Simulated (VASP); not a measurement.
A run of VASP 6.6.1:

File INCAR:

```
SYSTEM = Co
  ALGO = Normal
  EDIFF = 1E-6
  ENCUT = 520
  GGA = PE
  ISIF = 2
  ISMEAR = -1
  ISPIN = 2
  LASPH = .TRUE.
  LCHARG = .TRUE.
  LELF = .TRUE.
  LMAXMIX = 4
  LORBIT = 11
  LREAL = .FALSE.
  LVHAR = .TRUE.
  LWAVE = .FALSE.
  MAGMOM = 1.7 1.7
  NBANDS = 20
  NELM = 150
  PREC = Accurate
  SIGMA = 0.05
```

File KPOINTS:

```
k-points
0
G
  15 15 15
  0 0 0
```

File POSCAR:

```
Co
1.0
    0.0000000000      2.2471531707      2.2471531707
    2.2471531707      0.0000000000      2.2471531707
    2.2471531707      2.2471531707      0.0000000000
Co
2
Direct
   -0.1250000000     -0.1250000000     -0.1250000000
    0.1250000000      0.1250000000      0.1250000000
```

Potentials or basis: VASP PAW PBE potentials, release 64 (Co).

Command:

```sh
$ cat potpaw_PBE.64/Co/POTCAR > POTCAR
$ mpirun -np 1 vasp_std > vasp.out
```

Hardware: 1 thread of Intel(R) Xeon(R) 6975P-C (Granite Rapids) (shared host).

Q: How long does it take, and how much memory?

A: Run time: 42 s on 1 thread of Intel(R) Xeon(R) 6975P-C (Granite Rapids) (shared host), peak memory 0.2 GiB. Counts: scf iterations 15, k points 120.
